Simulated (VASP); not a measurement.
The system is Ir.

```
Ir
1.0
     0.00000    1.91500    1.91500
     1.91500    0.00000    1.91500
     1.91500    1.91500    0.00000
Ir
1
Cartesian
  0.0000 0.0000 0.0000
```

* Program: VASP 6.6.1
* Task: relaxation of cell and atoms
* Functional: PBE
* Potentials or basis: VASP PAW PBE potentials, release 64 (Ir)
* Cutoff: 500 eV
* k mesh: 8 × 8 × 8
* Occupations: gaussian, width 0.1 eV
* Spin: no spin polarisation

At the start: pressure 14.0 GPa; volume 14.05 Å³/atom.

Where does the relaxation end?

Over 4 steps the energy falls by 22.1 meV/atom and the volume is 14.57 Å³/atom (+3.8 %); space group Fm-3m (No. 225, to 0.05 Å).

The path:
```
step  energy change (eV)  largest force (eV/Å)  pressure (GPa)  volume (Å³)
   1              0.0000                0.0000           14.02        14.05
   2              0.2304                0.0000          -33.01        16.69
   3             -0.0220                0.0000           -0.78        14.61
   4             -0.0221                0.0000           -0.07        14.57
```

Final structure:
```
Ir
1.0
     0.00000    1.93875    1.93875
     1.93875    0.00000    1.93875
     1.93875    1.93875    0.00000
Ir
1
Cartesian
  0.0000 0.0000 0.0000
```
